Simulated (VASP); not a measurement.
# GaSb (F-43m) in VASP: a series of runs

Runs on GaSb. Level: PBEsol. Tasks: elastic constants, vibrations by perturbation theory.

Program: VASP 6.6.1. These are calculated values, not measurements. Logs are shortened: lines on timing, memory, paths and dates and some standing lists are left out, and cuts for length are marked.

**1. The cell of the first run**

The structure is cubic, space group F-43m (No. 216). The conventional cell has a = 5.492 Å, b = 5.492 Å, c = 5.492 Å, α = 90.00°, β = 90.00°, γ = 90.00°. Ga (site symmetry -43m) has 4 Sb at 2.38 Å within 3.1 Å. Sb (site symmetry -43m) has 4 Ga at 2.38 Å within 3.1 Å.

**2. Elastic constants, PBEsol**

File INCAR:

```
SYSTEM = GaSb
ALGO = Normal
EDIFF = 1E-8
ENCUT = 600
GGA = PS
IBRION = 6
ISIF = 3
ISMEAR = 0
LASPH = .TRUE.
LCHARG = .FALSE.
LREAL = .FALSE.
LWAVE = .FALSE.
NBANDS = 16
NELM = 100
NFREE = 2
NSW = 1
POTIM = 0.015
PREC = Accurate
SIGMA = 0.01
```

File KPOINTS:

```
k-points
0
G
  12 12 12
  0 0 0
```

File POSCAR:

```
GaSb
1.0
    0.0000000000      2.7461250897      2.7461250897
    2.7461250897      0.0000000000      2.7461250897
    2.7461250897      2.7461250897      0.0000000000
Ga Sb
1 1
Direct
    0.0000000000      0.0000000000      0.0000000000
    0.7500000000      0.7500000000      0.7500000000
```

Potentials or basis: VASP PAW PBE potentials, release 64 (Ga_d, Sb).

Run with:

```sh
$ cat potpaw_PBE.64/Ga_d/POTCAR potpaw_PBE.64/Sb/POTCAR > POTCAR
$ mpirun -np 1 vasp_std > vasp.out
```

OUTCAR:

```text
SYSTEM = GaSb
   EDIFF = 1E-8
   ENCUT = 600
   GGA = PS
   IBRION = 6
   ISIF = 3
   ISMEAR = 0
   LASPH = .TRUE.
   LREAL = .FALSE.
   NELM = 100
   NFREE = 2
   NSW = 1
   POTIM = 0.015
   PREC = Accurate

 ion  position               nearest neighbor table
   1  0.000  0.000  0.000-   2 2.38   2 2.38   2 2.38   2 2.38
   2  0.750  0.750  0.750-   1 2.38   1 2.38   1 2.38   1 2.38

  LATTYP: Found a face centered cubic cell.
 ALAT       =     5.4922501794

  Lattice vectors:

 A1 = (   0.0000000000,   2.7461250897,   2.7461250897)
 A2 = (   2.7461250897,   0.0000000000,   2.7461250897)
 A3 = (   2.7461250897,   2.7461250897,   0.0000000000)

Analysis of symmetry for initial positions (statically):
=====================================================================
 Subroutine PRICEL returns:
 Original cell was already a primitive cell.

 Routine SETGRP: Setting up the symmetry group for a
 face centered cubic supercell.

 Subroutine GETGRP returns: Found 24 space group operations
 (whereof 24 operations were pure point group operations)
 out of a pool of 48 trial point group operations.

The static configuration has the point symmetry T_d .

Analysis of symmetry for dynamics (positions and initial velocities):
=====================================================================
 Subroutine PRICEL returns:
 Original cell was already a primitive cell.

 Routine SETGRP: Setting up the symmetry group for a
 face centered cubic supercell.

 Subroutine GETGRP returns: Found 24 space group operations
 (whereof 24 operations were pure point group operations)
 out of a pool of 48 trial point group operations.

The dynamic configuration has the point symmetry T_d .

 Subroutine INISYM returns: Found 24 space group operations
 (whereof 24 operations are pure point group operations),
 and found     1 'primitive' translations

----------------------------------------------------------------------------------------

                                     Primitive cell

  volume of cell :      41.4182

  direct lattice vectors                    reciprocal lattice vectors
     0.000000000  2.746125090  2.746125090    -0.182074736  0.182074736  0.182074736
     2.746125090  0.000000000  2.746125090     0.182074736 -0.182074736  0.182074736
     2.746125090  2.746125090  0.000000000     0.182074736  0.182074736 -0.182074736

  length of vectors
     3.883607346  3.883607346  3.883607346     0.315362693  0.315362693  0.315362693

  position of ions in fractional coordinates (direct lattice)
     0.000000000  0.000000000  0.000000000
     0.750000000  0.750000000  0.750000000

  ion indices of the primitive-cell ions
   primitive index   ion index
                 1           1
                 2           2

----------------------------------------------------------------------------------------

 KPOINTS: k-points

Automatic generation of k-mesh.
 Grid dimensions read from file:
 generate k-points for:   12   12   12

 Generating k-lattice:

  Cartesian coordinates                     Fractional coordinates (reciprocal lattice)
    -0.015172895  0.015172895  0.015172895     0.083333333  0.000000000  0.000000000
     0.015172895 -0.015172895  0.015172895     0.000000000  0.083333333  0.000000000
     0.015172895  0.015172895 -0.015172895     0.000000000  0.000000000  0.083333333

  Length of vectors
     0.026280224  0.026280224  0.026280224

  Shift w.r.t. Gamma in fractional coordinates (k-lattice)
     0.000000000  0.000000000  0.000000000

 Subroutine IBZKPT returns following result:
 ===========================================

 Found     72 irreducible k-points:

 Following reciprocal coordinates:
            Coordinates               Weight
  0.000000  0.000000  0.000000      1.000000
  0.083333  0.000000  0.000000      8.000000
  0.166667  0.000000  0.000000      8.000000
  0.250000  0.000000  0.000000      8.000000
  0.333333  0.000000  0.000000      8.000000
[... 47 lines left out ...]
   TEBEG  =    0.0;   TEEND  =   0.0 temperature during run
   PSTRESS=    0.0 pullay stress
   NELECT =      18.0000    total number of electrons
   NUPDOWN=      -1.0000    fix difference up-down
   EMIN   =  10.00;   EMAX   =-10.00  energy-range for DOS
   EFERMI =   0.00;   METHOD = LEGACY
   ISMEAR =     0;   SIGMA  =   0.01  broadening in eV -4-tet -1-fermi 0-gaus
   EFERMI_NEDOS =   21; number of points for ismear=-14 and -15
   IALGO  =     38    algorithm
   IMIX   =      4    mixing-type and parameters
     AMIX     =   0.40;   BMIX     =  1.00
     AMIX_MAG =   1.60;   BMIX_MAG =  1.00
  volume/ion in A,a.u.               =      20.71       139.75
  Fermi-wavevector in a.u.,A,eV,Ry     =   1.240039  2.343334 20.921635  1.537697
  Thomas-Fermi vector in A             =   2.374497
   LORBIT       =      0    0 simple, 1 ext, 2 COOP (PROOUT), +10 PAW based schemes
   GGA     = PS    functional components
   LHFCALC =     F    Hartree Fock is set to
   AEXX    =    0.0000 exact exchange contribution
   IVDW    =     0    specifies the selected vdW correction
   LEPSILON=     F    determine dielectric tensor
   LRPA    =     F    only Hartree local field effects (RPA)
 finite differences with symmetry
 non-spin polarized calculation
 Gauss-broadening in eV      SIGMA  =   0.01
  energy-cutoff  :      600.00
  volume of cell :       41.42
 maximum number of plane-waves:      1411
   NGX = 15   NGY = 15   NGZ = 15

--------------------------------------- Ionic step        1  -------------------------------------------

 number of electron      17.9999994 magnetization

 Free energy of the ion-electron system (eV)
  ---------------------------------------------------
  ext. energy  EPLUGINS =         0.00000000
  ---------------------------------------------------
  free energy    TOTEN  =        -6.86997884 eV

  energy without entropy =       -6.86997884  energy(sigma->0) =       -6.86997884

------------------------ aborting loop because EDIFF is reached ----------------------------------------

  FORCE on cell =-STRESS in cart. coord.  units (eV):
  Direction    XX          YY          ZZ          XY          YZ          ZX
  --------------------------------------------------------------------------------------
  -------------------------------------------------------------------------------------
  Total        9.1247152      9.1247152      9.1247152      0.0000000      0.0000000      0.0000000
  in kB      352.9709425    352.9709425    352.9709425      0.0000000      0.0000000      0.0000000
  external PRESSURE =     352.9709425 kB  Pullay stress =       0.0000000 kB
[... 89 lines left out ...]
  FREE ENERGIE OF THE ION-ELECTRON SYSTEM (eV)
  ---------------------------------------------------
  free  energy   TOTEN  =        -6.7271296764 eV

  energy  without entropy=       -6.7271207126  energy(sigma->0) =       -6.72712519

[... ionic steps 4 to 14 ...]

--------------------------------------- Ionic step       15  -------------------------------------------

 number of electron      17.9999998 magnetization

------------------------ aborting loop because EDIFF is reached ----------------------------------------
[... 67 lines left out ...]
--------------------------------------- Ionic step       17  -------------------------------------------

 number of electron      17.9999994 magnetization

 Free energy of the ion-electron system (eV)
  ---------------------------------------------------
  ext. energy  EPLUGINS =         0.00000000
  ---------------------------------------------------
  free energy    TOTEN  =        -6.86806514 eV

  energy without entropy =       -6.86806514  energy(sigma->0) =       -6.86806514

 E-fermi :   8.8105     XC(G=0): -10.7514

 val. band max:        8.7809342000   @ k =   0.0000   0.0000   0.0000
 cond. band min:       8.8421204267   @ k =   0.0000   0.4167   0.4167
 fundamental gap:      0.0611862267
 Fermi energy:         8.8104585859

 k-point     1 :       0.0000    0.0000    0.0000
  band No.  band energies     occupation
      1      -7.3605      2.00000
      2      -7.3563      2.00000
      3      -7.3509      2.00000
      4      -7.2301      2.00000
      5      -7.2298      2.00000
      6      -5.5781      2.00000
[... 433 lines left out ...]
      3      -7.3163      2.00000
      4      -7.2377      2.00000
      5      -7.2315      2.00000
      6      -2.6748      2.00000
[... 8 lines left out ...]
     15      18.0812      0.00000
     16      18.6512      0.00000

 [... further k-points ...]

------------------------ aborting loop because EDIFF is reached ----------------------------------------

  FORCE on cell =-STRESS in cart. coord.  units (eV):
  Direction    XX          YY          ZZ          XY          YZ          ZX
  --------------------------------------------------------------------------------------
  -------------------------------------------------------------------------------------
  Total        9.1222523      9.1292182      9.1292182      0.0000000     -0.3532485      0.0000000
  in kB      352.8756713    353.1451352    353.1451352      0.0000000    -13.6646969      0.0000000
  external PRESSURE =     353.0553139 kB  Pullay stress =       0.0000000 kB
[... 17 lines left out ...]
  FREE ENERGIE OF THE ION-ELECTRON SYSTEM (eV)
  ---------------------------------------------------
  free  energy   TOTEN  =        -6.8680651443 eV

  energy  without entropy=       -6.8680651431  energy(sigma->0) =       -6.86806514

 INTERNAL STRAIN TENSORS FROM STRAINED CELLS
 ============================================

 INTERNAL STRAIN TENSOR FOR ION    1 for displacements in x,y,z  (eV/Angst):
          X           Y           Z          XY          YZ          ZX
  --------------------------------------------------------------------------------
  x    -0.00000     0.00000     0.00000     0.00000   -23.55234     0.00000
  y    -0.00000    -0.00000     0.00000     0.00000     0.00000   -23.55250
  z    -0.00000    -0.00000    -0.00000   -23.55314     0.00000     0.00000

 INTERNAL STRAIN TENSORS FROM DISPLACED ATOMS
 ============================================

 INTERNAL STRAIN TENSOR FOR ION    1 for displacements in x,y,z  (eV/Angst):
          X           Y           Z          XY          YZ          ZX
  --------------------------------------------------------------------------------
  x     0.00000     0.00000     0.00000     0.00000   -23.55583     0.00000
  y     0.00000     0.00000     0.00000     0.00000     0.00000   -23.55583
  z     0.00000     0.00000     0.00000   -23.55583     0.00000     0.00000

 INTERNAL STRAIN TENSOR FOR ION    2 for displacements in x,y,z  (eV/Angst):
          X           Y           Z          XY          YZ          ZX
  --------------------------------------------------------------------------------
  x    -0.00000     0.00000     0.00000     0.00000    23.54393     0.00000
  y     0.00000    -0.00000     0.00000     0.00000     0.00000    23.54393
  z     0.00000     0.00000    -0.00000    23.54393     0.00000     0.00000

 Eigenvectors and eigenvalues of the dynamical matrix
 ----------------------------------------------------

   1 f  =    9.680496 THz    60.824348 2PiTHz  322.906575 cm-1    40.035295 meV
             X         Y         Z           dx          dy          dz
      0.000000  0.000000  0.000000     0.000000    0.797260    0.000000
      4.119188  4.119188  4.119188     0.000000   -0.603636    0.000000
[... 21 lines left out ...]
   6 f/i=    0.002382 THz     0.014966 2PiTHz    0.079453 cm-1     0.009851 meV
             X         Y         Z           dx          dy          dz
      0.000000  0.000000  0.000000     0.000000    0.000000   -0.603636
      4.119188  4.119188  4.119188     0.000000    0.000000   -0.797260

--------------------------------------------------------------------------------------------------------

 ELASTIC MODULI CONTR FROM IONIC RELAXATION (kBar)
 Direction    XX          YY          ZZ          XY          YZ          ZX
 --------------------------------------------------------------------------------
 XX          -0.0000     -0.0000     -0.0000      0.0000      0.0000      0.0000
 YY          -0.0000     -0.0000     -0.0000      0.0000      0.0000      0.0000
 ZZ          -0.0000     -0.0000     -0.0000      0.0000      0.0000      0.0000
 XY           0.0000      0.0000      0.0000  -1261.8432      0.0000      0.0000
 YZ           0.0000      0.0000      0.0000      0.0000  -1261.8432      0.0000
 ZX           0.0000      0.0000      0.0000      0.0000      0.0000  -1261.8432
 --------------------------------------------------------------------------------

 TOTAL ELASTIC MODULI (kBar)
 Direction    XX          YY          ZZ          XY          YZ          ZX
 --------------------------------------------------------------------------------
 XX        1715.1780   1449.7042   1449.7042      0.0000      0.0000      0.0000
 YY        1449.7042   1715.1780   1449.7042     -0.0000      0.0000      0.0000
 ZZ        1449.7042   1449.7042   1715.1780      0.0000     -0.0000      0.0000
 XY           0.0000     -0.0000      0.0000    324.3856      0.0000      0.0000
 YZ           0.0000      0.0000     -0.0000      0.0000    324.3856      0.0000
 ZX           0.0000      0.0000      0.0000      0.0000      0.0000    324.3856
 --------------------------------------------------------------------------------
```

Wall time 15 min (1 thread of Intel Xeon 6975P-C (Granite Rapids), shared host); peak memory 0.69 GiB.

What came out:

```
Elastic constants C11, C12, C44                         : 172, 145, 32 GPa
Voigt bulk modulus                                      : 154 GPa
Highest phonon frequency at Γ, LO-TO splitting left out : 323 cm⁻¹
```

Phonon frequencies in cm⁻¹ (negative: imaginary):
| q point | frequencies |
| --- | --- |
| (0.000, 0.000, 0.000) | 0 0 0 323 323 323 |

Elastic tensor in Voigt notation (GPa, in the Cartesian axes of the cell as first typed):
```
172 145 145   0   0   0
145 172 145   0   0   0
145 145 172   0   0   0
  0   0   0  32   0   0
  0   0   0   0  32   0
  0   0   0   0   0  32
```

Clamped-ion elastic tensor (GPa):
```
172 145 145   0   0   0
145 172 145   0   0   0
145 145 172   0   0   0
  0   0   0 159   0   0
  0   0   0   0 159   0
  0   0   0   0   0 159
```

Caveat: the cell is under stress, which shifts elastic constants; the PAW data sets were made with another functional, which shifts forces and pressure a little; spin-orbit coupling is left out, which moves the levels of the heavy elements.

(Continued in part 2 of 2.)
